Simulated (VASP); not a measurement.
Input of a VASP 6.6.1 run:

The input INCAR:

```
SYSTEM = TiC
PREC = Accurate
ENCUT = 600
EDIFF = 1E-6
ISMEAR = 0
SIGMA = 0.1
LREAL = .False.
LASPH = .True.
NELM = 100
ALGO = Normal
ISIF = 3
LWAVE = .False.
LCHARG = .False.
GGA = PE
IBRION = 2
NSW = 90
EDIFFG = -0.04
```

KPOINTS

```
regular mesh
0
Gamma
  6 6 4
  0 0 0
```

File POSCAR:

```
TiC
1.0
    2.6080585100     -1.5551915600      0.0000000000
    2.6080585100      1.5551915600      0.0000000000
    0.0000000000      0.0000000000      6.8802148900
Ti C
2 2
Direct
    0.5000000000      0.5000000000      0.0000000000
    0.5000000000      0.5000000000      0.5000000000
    0.1185939500      0.8814060500      0.2500000000
    0.8814060500      0.1185939500      0.7500000000
```

Potentials or basis: VASP PAW PBE potentials, release 64 (Ti_sv, C).

The run is started by

```bash
$ cat potpaw_PBE.64/Ti_sv/POTCAR potpaw_PBE.64/C/POTCAR > POTCAR
$ mpirun -np 1 vasp_std > vasp.out
```

Q: Predict the relaxed cell.

A: a = 2.840 Å, b = 2.840 Å, c = 5.792 Å, α = 90.00°, β = 90.00°, γ = 66.77°.

Q: What does it give for the space group after relaxing (to 0.1 Å)?

A: Cmmm (No. 65).

Forces on the atoms (eV/Å):
```
Ti   0.000  0.000  0.000
Ti   0.000  0.000  0.000
C    0.000 -0.021  0.000
C    0.000  0.021  0.000
```

Caveat: the k points lie up to 0.40 Å⁻¹ apart in the final cell, too coarse for converged energies and pressures of a metal.
